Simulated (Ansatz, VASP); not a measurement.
**One calculation of FeO, two programs**

File INCAR:

```
SYSTEM = FeO
PREC = Accurate
ENCUT = 520
EDIFF = 1E-7
ISMEAR = -1
SIGMA = 0.03
LREAL = .FALSE.
LASPH = .TRUE.
NELM = 150
ALGO = Normal
ISIF = 2
LWAVE = .FALSE.
LCHARG = .FALSE.
ISPIN = 2
MAGMOM = 3 0
LORBIT = 11
LMAXMIX = 4
GGA = PE
NBANDS = 18
```

File KPOINTS:

```
Automatic mesh
0
G
  16 16 16
  0 0 0
```

The input POSCAR:

```
FeO
1.0
    1.5425658212      0.8906007921      2.5570432028
   -1.5425658212      0.8906007921      2.5570432028
    0.0000000000     -1.7812015843      2.5570432028
Fe O
1 1
Direct
    0.0000000000      0.0000000000      0.0000000000
    0.5000000000      0.5000000000      0.5000000000
```

Input for Ansatz:

```yaml
crystal:
  lattice:
    - [1.5425658212, 0.8906007921, 2.5570432028]
    - [-1.5425658212, 0.8906007921, 2.5570432028]
    - [0.0, -1.7812015843, 2.5570432028]
  atoms:
    - { symbol: Fe, position: [0.0, 0.0, 0.0], spin: 3.0 }
    - { symbol: O, position: [0.5, 0.5, 0.5] }
magnetization:
  spin_polarized: true
kpoints:
  mp_grid: { grid: [16, 16, 16] }
scf:
  occupations: { method: fermi_dirac, width: 0.03 }
hamiltonian:
  xc: pbe
  pseudopotentials: { kind: all_electron, lapw: { basis_error: 0.0005 } }
output:
  forces: true
  stress: true
  eigenvalues: true
```

Change from the starting cell: volume scaled by 1.05.

Alike in both runs: task single point; functional PBE; k mesh 16 × 16 × 16; occupations fermi-dirac, width 0.03 eV; collinear spin.

|  | VASP | Ansatz |
| --- | --- | --- |
| version | VASP 6.6.1 | Ansatz 0.2.0 |
| potentials or method | VASP PAW PBE potentials, release 64 (Fe, O), cutoff 520 eV | all-electron LAPW, scalar-relativistic |

|  | VASP | Ansatz | Ansatz less VASP |
| --- | --- | --- | --- |
| pressure (GPa) | -8.7 | -8.7 | -0.06 |
| traceless stress, the component that is largest in VASP (GPa) | -0.73 | -0.70 | +0.028 |
| net moment per atom (μB) | 2.00 | 2.00 | 0.000 |
| size of the moment on the site where the two differ most (μB) | 0.29 | 0.31 | +0.019 |

Site moments also hang on the region over which each program counts them. Ansatz ran all-electron here, and VASP with PAW potentials.
